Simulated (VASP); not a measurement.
Wanted: the native input for a VASP 6.6.1 run.

```yaml
Task: single point
Functional: PBE
Potentials_or_basis: VASP PAW PBE potentials, release 64 (Na_pv)
Cutoff: 520 eV
k_mesh: 14 × 14 × 14
Occupations: fermi-dirac, width 0.1 eV
Spin: no spin polarisation
Dipole_correction: no
Further_INCAR_settings: ALGO = Normal; EDIFF = 1e-07; NBANDS = 10
```

The structure of Na lies in POSCAR:

```
Na
1.0
    0.0000000000      2.5992009378      2.5992009378
    2.5992009378      0.0000000000      2.5992009378
    2.5992009378      2.5992009378      0.0000000000
Na
1
Direct
    0.0000000000      0.0000000000      0.0000000000
```

This isn't the form of Na at room conditions, which is bcc.

These files were run (other wordings do the same):

INCAR

```
SYSTEM = Na
PREC     = Accurate       ! precision mode
ENCUT    = 520            ! plane-wave cutoff, eV
EDIFF    = 1E-7           ! SCF threshold, eV
ISMEAR   = -1             ! smearing method
SIGMA    = 0.1            ! smearing width, eV
LREAL    = .False.        ! projectors in reciprocal space
LASPH    = .True.         ! aspherical terms in the spheres
NELM     = 80             ! most SCF steps
ALGO     = Normal         ! electronic algorithm
ISIF     = 2              ! what is computed and relaxed
LWAVE    = .False.        ! write WAVECAR
LCHARG   = .False.        ! write CHGCAR
GGA      = PE             ! functional
NBANDS   = 10             ! bands
```

KPOINTS

```
regular mesh
0
Gamma
  14 14 14
  0 0 0
```

Potentials or basis: VASP PAW PBE potentials, release 64 (Na_pv).

Launch:

```sh
$ cat potpaw_PBE.64/Na_pv/POTCAR > POTCAR
$ mpirun -np 1 vasp_std > vasp.out
```

It gave:

```json
{
 "Pressure": "0.5 GPa",
 "Band gap on the k mesh": "zero (an odd number of electrons rules out a gap without spin polarisation)"
}
```

Run time: 10 s on 1 thread of Intel(R) Xeon(R) 6975P-C (Granite Rapids), on a shared host, peak memory 0.16 GiB.
